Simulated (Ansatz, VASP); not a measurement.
Pb in VASP and in Ansatz

```xyz
8
Lattice="6.2372 0.0000 0.0000 0.0000 6.2372 0.0000 0.0000 0.0000 6.2372" Properties=species:S:1:pos:R:3 pbc="T T T"
Pb    0.0000    0.0000    0.0000
Pb    3.1186    3.1186    3.1186
Pb    1.5593    0.0000    3.1186
Pb    4.6779    0.0000    3.1186
Pb    3.1186    1.5593    0.0000
Pb    3.1186    4.6779    0.0000
Pb    0.0000    3.1186    1.5593
Pb    0.0000    3.1186    4.6779
```

Alike in both runs: task relaxation of cell and atoms; functional revPBE; k mesh 4 × 4 × 4; occupations fermi-dirac, width 0.1 eV; no spin polarisation.

```csv
,VASP,Ansatz
version,VASP 6.6.1,Ansatz 0.2.0
potentials or method,"VASP PAW PBE potentials, release 64 (Pb_d), cutoff 600 eV","plane waves (420 eV) with PAW, scalar-relativistic"
valence electrons in the cell,112,112
```

Ansatz gave:

- relaxed volume (Å³/atom): 33.87
- relaxed length of the cell vector where the two differ most in proportion (Å): 6.471

Q: Which values does VASP return?

A: Relaxed volume (Å³/atom): 33.82; relaxed length of the cell vector where the two differ most in proportion (Å): 6.468.

VASP's potentials were made for PBE, not for revPBE.

Spin-orbit coupling is off throughout.
